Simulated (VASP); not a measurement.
A run of VASP 6.6.1:

Contents of INCAR:

```
PREC     = Accurate       # precision mode
ENCUT    = 520            # plane-wave cutoff, eV
EDIFF    = 1E-6           # SCF threshold, eV
ISMEAR   = -1             # smearing method
SIGMA    = 0.01           # smearing width, eV
LREAL    = Auto         
LASPH    = T              # aspherical terms in the spheres
NELM     = 100            # most SCF steps
ALGO     = Normal         # electronic algorithm
ISIF     = 2              # what is computed and relaxed
LWAVE    = F              # write WAVECAR
LCHARG   = T              # write CHGCAR
GGA      = CA             # functional
LELF     = T              # ELF
LVHAR    = T            
NBANDS   = 84             # bands
```

KPOINTS

```
Automatic mesh
0
Gamma
  1 1 1
  0.25 0.25 0.25
```

File POSCAR:

```
Al15N15O
1.0
    6.2595139128      0.0000000578      0.0000000000
   -3.1297570064      5.4208980350      0.0000000000
    0.0000000000      0.0000000000     10.0348065929
Al O N
15 1 15
Direct
    0.3278132194      0.1711629266      0.2515751102
    0.3275126654      0.1712930183      0.7507968276
    0.1631916080      0.3355255473      0.9993389385
    0.3451915759      0.6812959576      0.2445993481
    0.1808956053      0.8504440846      0.5022411609
    0.3289555556      0.6571337872      0.7496087552
    0.1672972617      0.8359597410      1.0006126084
    0.8174578817      0.1537854195      0.2443457391
    0.6486094752      0.3179076578      0.5020462027
    0.8415588170      0.1696675715      0.7497291673
    0.6627950246      0.3316195931      1.0005985118
    0.8350267955      0.6641688886      0.2468237615
    0.6881918699      0.8109564484      0.5163661546
    0.8386167625      0.6600798360      0.7527788571
    0.6672585191      0.8314187830      0.9945406437
    0.3285927911      0.1704040375      0.4355658627
    0.1609801363      0.3377014221      0.1984551926
    0.3299938578      0.1687113272      0.9429895543
    0.1663786148      0.3323179332      0.6969153462
    0.4276494208      0.7983120256      0.4246783061
    0.1681208336      0.8378597814      0.1905590574
    0.3311037849      0.6704534329      0.9423433885
    0.1723637321      0.8349302460      0.6886756817
    0.6998902708      0.0706633593      0.4240645423
    0.6611002327      0.3311597255      0.1905218844
    0.8280875973      0.1675511978      0.9424210024
    0.6637845278      0.3260391571      0.6885641138
    0.8462730915      0.6526256504      0.4393219663
    0.6724041173      0.8265867785      0.1821452658
    0.8340644521      0.6646541556      0.9400924044
    0.6719892784      0.8264193534      0.6983938802
```

Potentials or basis: VASP PAW LDA potentials, release 64 (Al, O, N).

The run is started by

```console
$ cat potpaw_LDA.64/Al/POTCAR potpaw_LDA.64/O/POTCAR potpaw_LDA.64/N/POTCAR > POTCAR
$ mpirun -np 1 vasp_std > vasp.out
```

Hardware: 1 thread of Intel(R) Xeon(R) 6975P-C (Granite Rapids), on a shared host.

Estimate the wall time of this run.

Run time: 3.5 min on 1 thread of Intel(R) Xeon(R) 6975P-C (Granite Rapids), with other jobs on the host, peak memory 0.4 GiB. Counts: scf iterations 16, k points 6.
